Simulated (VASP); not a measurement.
A run of VASP 6.6.1:

File INCAR:

```
ALGO     = Normal         # electronic algorithm
EDIFF    = 1E-6           # SCF threshold, eV
ENCUT    = 520            # plane-wave cutoff, eV
GGA      = PE             # functional
ISIF     = 2              # what is computed and relaxed
ISMEAR   = -1             # smearing method
LASPH    = T              # aspherical terms in the spheres
LCHARG   = F              # write CHGCAR
LREAL    = F              # projectors in reciprocal space
LWAVE    = F              # write WAVECAR
NBANDS   = 16             # bands
NELM     = 80             # most SCF steps
PREC     = Accurate       # precision mode
SIGMA    = 0.02           # smearing width, eV
```

File KPOINTS:

```
k-points
0
Gamma
  12 12 6
```

Contents of POSCAR:

```
SiC
1.0
    2.8979083451      0.0000000000      0.0000000000
   -1.4489541726      2.6633367767      0.0000000000
    0.0000000000      0.0000000000      5.0481087359
Si C
2 2
Direct
    0.3342078145      0.6684156290      0.5013491940
    0.6657921855      0.3315843710      1.0013491940
    0.3382966781      0.6765933563      0.8736508060
    0.6617033219      0.3234066437      0.3736508060
```

Potentials or basis: VASP PAW PBE potentials, release 64 (Si, C).

Run with:

```console
$ cat potpaw_PBE.64/Si/POTCAR potpaw_PBE.64/C/POTCAR > POTCAR
$ mpirun -np 1 vasp_std > vasp.out
```

Hardware: 1 thread of Intel Xeon 8259CL, on a shared host.

How long does it take, and how much memory?

Wall time 110 s on 1 thread of Intel Xeon 8259CL, on a shared host, peak memory 0.22 GiB. Counts: scf iterations 12, k points 172.
